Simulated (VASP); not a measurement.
Crystal: AlB2As3.

```
Al B As
1.0
     5.93978    0.00000    0.00000
    -2.96989    5.14400    0.00000
     0.00000    0.00000    3.27791
Al B As
1 2 3
Cartesian
  0.0000 0.0000 0.0000
  0.0000 3.4293 0.0000
  2.9699 1.7147 0.0000
  2.9699 0.0000 1.6390
  1.4849 2.5720 1.6390
  -1.4849 2.5720 1.6390
```

The cell was built from a structure type or drawn by symmetry, and may not be a known phase.

- Program: VASP 6.6.1
- Task: relaxation of cell and atoms
- Functional: PBE
- Potentials or basis: VASP PAW PBE potentials, release 64 (Al, B, As)
- Cutoff: 600 eV
- k mesh: 6 × 6 × 12
- Occupations: gaussian, width 0.1 eV
- Spin: no spin polarisation

At the start: pressure -4.5 GPa; volume 16.69 Å³/atom.

Where does the relaxation end?

Over 4 steps the energy falls by 36.6 meV/atom and the volume is 15.74 Å³/atom (-5.7 %); space group P6/mmm (No. 191, to 0.1 Å) before and after.

The path:
```csv
step,energy change (eV),largest force (eV/Å),pressure (GPa),volume (Å³)
1,0.0000,0.0000,-4.53,100.15
2,-0.2128,0.0000,1.19,93.35
3,-0.2194,0.0000,0.25,94.22
4,-0.2198,0.0000,0.02,94.44
```

Final structure:
```
Al B As
1.0
     5.92581    0.00000    0.00000
    -2.96290    5.13190    0.00000
     0.00000    0.00000    3.10555
Al B As
1 2 3
Direct
  0.00000 0.00000 0.00000
  0.33333 0.66667 0.00000
  0.66667 0.33333 0.00000
  0.50000 0.00000 0.50000
  0.50000 0.50000 0.50000
  0.00000 0.50000 0.50000
```
